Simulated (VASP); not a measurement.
# MgH2 (P4_2/mnm) in VASP: a series of runs

Runs on MgH2. Level: PBEsol. Tasks: electric field gradients, vibrations by perturbation theory.

All numbers are computed with VASP 6.6.1; they aren't measurements. Logs are shortened: lines on timing, memory, paths and dates and some standing lists are left out, and cuts for length are marked.

## (1) The cell of the first run

The structure is tetragonal, space group P4_2/mnm (No. 136). The conventional cell has a = 4.476 Å, b = 4.476 Å, c = 3.008 Å, α = 90.00°, β = 90.00°, γ = 90.00°. Within 2.6 Å of Mg (site symmetry mmm) lie 6 H at 1.93 to 1.95 Å. Within 2.6 Å of H (site symmetry m2m) lie 3 Mg at 1.93 to 1.95 Å and 1 H at 2.48 Å.

## (2) Electric field gradients, PBEsol

Contents of INCAR:

```
SYSTEM = MgH2
  PREC = Accurate
  ENCUT = 520
  EDIFF = 1E-8
  ISMEAR = 0
  SIGMA = 0.01
  LREAL = .FALSE.
  LASPH = .TRUE.
  NELM = 120
  ALGO = Normal
  ISIF = 2
  LWAVE = .FALSE.
  LCHARG = .FALSE.
  GGA = PS
  LEFG = .TRUE.
  NBANDS = 13
  GGA_COMPAT = .FALSE.
```

Contents of KPOINTS:

```
regular mesh
0
G
  6 6 8
  0 0 0
```

Contents of POSCAR:

```
MgH2
1.0
    4.4762379314      0.0000000000      0.0000000000
    0.0000000000      4.4762379314      0.0000000000
    0.0000000000      0.0000000000      3.0079247385
Mg H
2 4
Direct
    0.0000000000      0.0000000000      0.0000000000
    0.5000000000      0.5000000000      0.5000000000
    0.3045035058      0.3045035058      0.0000000000
    0.1954964942      0.8045035058      0.5000000000
    0.6954964942      0.6954964942      0.0000000000
    0.8045035058      0.1954964942      0.5000000000
```

Potentials or basis: VASP PAW PBE potentials, release 64 (Mg, H).

Command:

```
> cat potpaw_PBE.64/Mg/POTCAR potpaw_PBE.64/H/POTCAR > POTCAR
> mpirun -np 1 vasp_std > vasp.out
```

OUTCAR:

```text
SYSTEM = MgH2
   PREC = Accurate
   ENCUT = 520
   EDIFF = 1E-8
   ISMEAR = 0
   LREAL = .FALSE.
   LASPH = .TRUE.
   NELM = 120
   ISIF = 2
   GGA = PS

 ion  position               nearest neighbor table
   1  0.000  0.000  0.000-   3 1.93   5 1.93   4 1.95   6 1.95   4 1.95   6 1.95   2 3.50   2 3.50
                             2 3.50   2 3.50   2 3.50   2 3.50   2 3.50   2 3.50
   2  0.500  0.500  0.500-   4 1.93   6 1.93   5 1.95   3 1.95   3 1.95   5 1.95   1 3.50   1 3.50
                             1 3.50   1 3.50   1 3.50   1 3.50   1 3.50   1 3.50
   3  0.305  0.305  0.000-   1 1.93   2 1.95   2 1.95
   4  0.195  0.805  0.500-   2 1.93   1 1.95   1 1.95
   5  0.695  0.695  0.000-   1 1.93   2 1.95   2 1.95
   6  0.805  0.195  0.500-   2 1.93   1 1.95   1 1.95

  LATTYP: Found a simple tetragonal cell.
 ALAT       =     4.4762379314
 C/A-ratio  =     0.6719760622

  Lattice vectors:

 A1 = (   4.4762379314,   0.0000000000,   0.0000000000)
 A2 = (   0.0000000000,   4.4762379314,   0.0000000000)
 A3 = (   0.0000000000,   0.0000000000,   3.0079247385)

Analysis of symmetry for initial positions (statically):
=====================================================================
 Subroutine PRICEL returns:
 Original cell was already a primitive cell.

 Routine SETGRP: Setting up the symmetry group for a
 simple tetragonal supercell.

 Subroutine GETGRP returns: Found 16 space group operations
 (whereof  8 operations were pure point group operations)
 out of a pool of 16 trial point group operations.

The static configuration has the point symmetry D_2h.
 The point group associated with its full space group is D_4h.

Analysis of symmetry for dynamics (positions and initial velocities):
=====================================================================
 Subroutine PRICEL returns:
 Original cell was already a primitive cell.

 Routine SETGRP: Setting up the symmetry group for a
 simple tetragonal supercell.

 Subroutine GETGRP returns: Found 16 space group operations
 (whereof  8 operations were pure point group operations)
 out of a pool of 16 trial point group operations.

The dynamic configuration has the point symmetry D_2h.
 The point group associated with its full space group is D_4h.

 Subroutine INISYM returns: Found 16 space group operations
 (whereof  8 operations are pure point group operations),
 and found     1 'primitive' translations

----------------------------------------------------------------------------------------

                                     Primitive cell

  volume of cell :      60.2689

  direct lattice vectors                    reciprocal lattice vectors
     4.476237931  0.000000000  0.000000000     0.223401887  0.000000000  0.000000000
     0.000000000  4.476237931  0.000000000     0.000000000  0.223401887  0.000000000
     0.000000000  0.000000000  3.007924738     0.000000000  0.000000000  0.332455127

  length of vectors
     4.476237931  4.476237931  3.007924738     0.223401887  0.223401887  0.332455127

  position of ions in fractional coordinates (direct lattice)
     0.000000000  0.000000000  0.000000000
     0.500000000  0.500000000  0.500000000
     0.304503506  0.304503506  0.000000000
     0.195496494  0.804503506  0.500000000
     0.695496494  0.695496494  0.000000000
     0.804503506  0.195496494  0.500000000

  ion indices of the primitive-cell ions
   primitive index   ion index
                 1           1
                 2           2
                 3           3
                 4           4
                 5           5
                 6           6

----------------------------------------------------------------------------------------

 KPOINTS: regular mesh

Automatic generation of k-mesh.
 Grid dimensions read from file:
 generate k-points for:    6    6    8

 Generating k-lattice:

  Cartesian coordinates                     Fractional coordinates (reciprocal lattice)
     0.037233648  0.000000000  0.000000000     0.166666667  0.000000000  0.000000000
     0.000000000  0.037233648  0.000000000     0.000000000  0.166666667  0.000000000
     0.000000000  0.000000000  0.041556891     0.000000000  0.000000000  0.125000000

  Length of vectors
     0.037233648  0.037233648  0.041556891

  Shift w.r.t. Gamma in fractional coordinates (k-lattice)
     0.000000000  0.000000000  0.000000000

 Subroutine IBZKPT returns following result:
 ===========================================

 Found     50 irreducible k-points:

 Following reciprocal coordinates:
            Coordinates               Weight
  0.000000  0.000000  0.000000      1.000000
  0.166667  0.000000  0.000000      4.000000
  0.333333  0.000000  0.000000      4.000000
  0.500000  0.000000  0.000000      2.000000
  0.166667  0.166667  0.000000      4.000000
  0.333333  0.166667  0.000000      8.000000
[... 16 lines left out ...]
  0.333333  0.000000  0.250000      8.000000
  0.500000  0.000000  0.250000      4.000000
 [... further k-points ...]
   k-points           NKPTS =     50   k-points in BZ     NKDIM =     50   number of bands    NBANDS=     13
   number of dos      NEDOS =    301   number of ions     NIONS =      6
   total plane-waves  NPLWV =  31104
   dimension x,y,z NGX =    36 NGY =   36 NGZ =   24
   dimension x,y,z NGXF=    72 NGYF=   72 NGZF=   48
   ions per type =               2   4
   NGX,Y,Z   is equivalent  to a cutoff of  13.37, 13.37, 13.26 a.u.
   NGXF,Y,Z  is equivalent  to a cutoff of  26.74, 26.74, 26.53 a.u.
 SYSTEM =  MgH2
   PREC   = accura    normal or accurate (medium, high low for compatibility)
   ISTART =      0    job   : 0-new  1-cont  2-samecut
   ICHARG =      2    charge: 1-file 2-atom 10-const
   ISPIN  =      1    spin polarized calculation?
   LNONCOLLINEAR =      F non collinear calculations
   LSORBIT =      F    spin-orbit coupling
   LASPH  =      T    aspherical Exc in radial PAW
   ENCUT  =  520.0 eV  38.22 Ry    6.18 a.u.   8.32  8.32  5.59*2*pi/ulx,y,z
   NELM   =    120;   NELMIN=  2; NELMDL= -5     # of ELM steps
   EDIFF  = 0.1E-07   stopping-criterion for ELM
   LREAL  =      F    real-space projection
   EDIFFG = 0.1E-06   stopping-criterion for IOM
   NSW    =      0    number of steps for IOM
   IBRION =     -1    ionic relax: 0-MD 1-quasi-New 2-CG
   NFREE  =      0    steps in history (QN), initial steepest desc. (CG)
   ISIF   =      2    stress and relaxation
   ISYM   =      2    0-nonsym 1-usesym 2-fastsym
   POTIM  = 0.5000    time-step for ionic-motion
   TEBEG  =    0.0;   TEEND  =   0.0 temperature during run
   PSTRESS=    0.0 pullay stress
   NELECT =       8.0000    total number of electrons
   NUPDOWN=      -1.0000    fix difference up-down
   EMIN   =  10.00;   EMAX   =-10.00  energy-range for DOS
   EFERMI =   0.00;   METHOD = LEGACY
   ISMEAR =     0;   SIGMA  =   0.01  broadening in eV -4-tet -1-fermi 0-gaus
   EFERMI_NEDOS =   21; number of points for ismear=-14 and -15
   IALGO  =     38    algorithm
   IMIX   =      4    mixing-type and parameters
     AMIX     =   0.40;   BMIX     =  1.00
     AMIX_MAG =   1.60;   BMIX_MAG =  1.00
  volume/ion in A,a.u.               =      10.04        67.79
  Fermi-wavevector in a.u.,A,eV,Ry     =   0.835104  1.578117  9.488678  0.697398
  Thomas-Fermi vector in A             =   1.948606
   LORBIT       =      0    0 simple, 1 ext, 2 COOP (PROOUT), +10 PAW based schemes
   GGA     = PS    functional components
   LHFCALC =     F    Hartree Fock is set to
   AEXX    =    0.0000 exact exchange contribution
   IVDW    =     0    specifies the selected vdW correction
   LEPSILON=     F    determine dielectric tensor
   LRPA    =     F    only Hartree local field effects (RPA)
 non-spin polarized calculation
 Gauss-broadening in eV      SIGMA  =   0.01
  energy-cutoff  :      520.00
  volume of cell :       60.27
 maximum number of plane-waves:      1651
 NGX is ok and might be reduce to    36
   NGX = 17   NGY = 17   NGZ = 11

 number of electron       8.0000002 magnetization

 Free energy of the ion-electron system (eV)
  ---------------------------------------------------
  ext. energy  EPLUGINS =         0.00000000
  ---------------------------------------------------
  free energy    TOTEN  =       -17.74015050 eV

  energy without entropy =      -17.74015050  energy(sigma->0) =      -17.74015050

 E-fermi :  -0.3763     XC(G=0):  -8.6458

 val. band max:       -0.4644186330   @ k =   0.1667   0.1667   0.0000
 cond. band min:       3.1093703862   @ k =   0.3333   0.3333   0.5000
 fundamental gap:      3.5737890192
 Fermi energy:        -0.3763120843

 k-point     1 :       0.0000    0.0000    0.0000
  band No.  band energies     occupation
      1      -7.1285      2.00000
      2      -1.9781      2.00000
      3      -1.9781      2.00000
      4      -0.9258      2.00000
      5       3.9418      0.00000
      6       4.5000      0.00000
      7       8.6132      0.00000
      8       8.6132      0.00000
      9      10.3423      0.00000
     10      10.5831      0.00000
     11      11.5166      0.00000
     12      14.5046      0.00000
     13      14.5046      0.00000
[... 353 lines left out ...]
 k-point    24 :       0.5000    0.0000    0.2500
  band No.  band energies     occupation
      1      -4.6097      2.00000
      2      -4.6097      2.00000
      3      -0.7989      2.00000
      4      -0.7989      2.00000
      5       5.1324      0.00000
      6       5.1324      0.00000
      7       6.6722      0.00000
      8       6.6722      0.00000
      9       8.7344      0.00000
     10       8.7344      0.00000
     11      12.2743      0.00000
     12      12.2743      0.00000
     13      13.8097      0.00000

 [... further k-points ...]

------------------------ aborting loop because EDIFF is reached ----------------------------------------

  FORCE on cell =-STRESS in cart. coord.  units (eV):
  Direction    XX          YY          ZZ          XY          YZ          ZX
  --------------------------------------------------------------------------------------
  -------------------------------------------------------------------------------------
  Total       -0.0769674     -0.0769674     -0.0861646     -0.0000000      0.0000000      0.0000000
  in kB       -2.0460875     -2.0460875     -2.2905839     -0.0000000      0.0000000      0.0000000
  external PRESSURE =      -2.1275863 kB  Pullay stress =       0.0000000 kB

 VOLUME and BASIS-vectors are now :
 -----------------------------------------------------------------------------
  energy-cutoff  :      520.00
  volume of cell :       60.27
      direct lattice vectors                 reciprocal lattice vectors
     4.476237931  0.000000000  0.000000000     0.223401887  0.000000000  0.000000000
     0.000000000  4.476237931  0.000000000     0.000000000  0.223401887  0.000000000
     0.000000000  0.000000000  3.007924738     0.000000000  0.000000000  0.332455127

 POSITION                                       TOTAL-FORCE (eV/Angst)
 -----------------------------------------------------------------------------------
      0.00000      0.00000      0.00000         0.000000      0.000000      0.000000
      2.23812      2.23812      1.50396         0.000000      0.000000      0.000000
      1.36303      1.36303      0.00000         0.000048      0.000048      0.000000
      0.87509      3.60115      1.50396        -0.000048      0.000048      0.000000
      3.11321      3.11321      0.00000        -0.000048     -0.000048     -0.000000
      3.60115      0.87509      1.50396         0.000048     -0.000048     -0.000000
 -----------------------------------------------------------------------------------
    total drift:                                0.000000      0.000000      0.000000

  FREE ENERGIE OF THE ION-ELECTRON SYSTEM (eV)
  ---------------------------------------------------
  free  energy   TOTEN  =       -17.7401505022 eV

  energy  without entropy=      -17.7401505022  energy(sigma->0) =      -17.74015050

 Electric field gradients (V/A^2)
---------------------------------------------------------------------
 ion       V_xx      V_yy      V_zz      V_xy      V_xz      V_yz
---------------------------------------------------------------------
   1       2.757     2.757    -5.514    -3.224    -0.000    -0.000
   2       2.757     2.757    -5.514     3.224    -0.000     0.000
   3      -0.543    -0.543     1.087     4.916     0.000     0.000
   4      -0.543    -0.543     1.087    -4.916    -0.000    -0.000
   5      -0.543    -0.543     1.087     4.916    -0.000    -0.000
   6      -0.543    -0.543     1.087    -4.916     0.000    -0.000
---------------------------------------------------------------------

 Electric field gradients after diagonalization (V/A^2)
 (convention: |V_zz| > |V_xx| > |V_yy|)
----------------------------------------------------------------------
 ion       V_xx      V_yy      V_zz     asymmetry (V_yy - V_xx)/ V_zz
----------------------------------------------------------------------
   1      -5.514    -0.467     5.981       0.844
   2      -5.514    -0.467     5.981       0.844
   3       4.373     1.087    -5.460       0.602
   4       4.373     1.087    -5.460       0.602
   5       4.373     1.087    -5.460       0.602
   6       4.373     1.087    -5.460       0.602
----------------------------------------------------------------------

           NMR quadrupolar parameters

 Cq : quadrupolar parameter    Cq=e*Q*V_zz/h
 eta: asymmetry parameters     (V_yy - V_xx)/ V_zz
 Q  : nuclear electric quadrupole moment in mb (millibarn)
----------------------------------------------------------------------
 ion       Cq(MHz)       eta       Q (mb)
----------------------------------------------------------------------
   1       0.014       0.844       1.000
   2       0.014       0.844       1.000
   3      -0.013       0.602       1.000
   4      -0.013       0.602       1.000
   5      -0.013       0.602       1.000
   6      -0.013       0.602       1.000
----------------------------------------------------------------------
```

Run time: 24 s. Hardware: 1 thread of AMD EPYC 9R45 (Zen 5), shared host; peak memory 0.16 GiB.

Results:

```
Free energy                             : -17.7402 eV
Pressure                                : -0.2 GPa
Band gap on the k mesh                  : 3.57 eV (least direct gap 4.40 eV)
Largest electric field gradient by atom : Mg +6.0; H -5.5 V/Å²
```

Levels at points of the mesh, in eV from the valence-band top:
| k point | band 1 | band 2 | band 3 | band 4 | band 5 | band 6 | band 7 | band 8 |
| --- | --- | --- | --- | --- | --- | --- | --- | --- |
| (0.00, 0.00, 0.00) | -6.66 | -1.51 | -1.51 | -0.46 | 4.41 | 4.96 | 9.08 | 9.08 |
| (0.50, 0.00, 0.00) | -5.01 | -5.01 | -0.53 | -0.53 | 5.14 | 5.14 | 9.97 | 9.97 |
| (0.50, 0.50, 0.00) | -3.88 | -3.88 | -2.89 | -2.89 | 9.02 | 9.02 | 9.13 | 9.13 |
| (0.00, 0.00, 0.50) | -3.19 | -3.19 | -0.09 | -0.09 | 6.23 | 6.23 | 6.58 | 6.58 |
| (0.50, 0.00, 0.50) | -2.40 | -2.40 | -1.18 | -1.18 | 5.00 | 5.00 | 6.65 | 6.65 |
| (0.50, 0.50, 0.50) | -1.97 | -1.97 | -1.03 | -1.03 | 3.67 | 3.67 | 3.87 | 3.87 |

Electric field gradients, principal values (V/Å²):
```
atom   least  middle  greatest (by size)
1 Mg  -0.467  -5.514               5.981
2 Mg  -0.467  -5.514               5.981
 3 H   1.087   4.373              -5.460
 4 H   1.087   4.373              -5.460
 5 H   1.087   4.373              -5.460
 6 H   1.087   4.373              -5.460
```

Caveat: without QUAD_EFG the Cq values of the log hold for a quadrupole moment of 1 mb, not for the nuclei; the PAW data sets were made with another functional, which shifts forces and pressure a little.

(Part 1 of 2 ends here.)
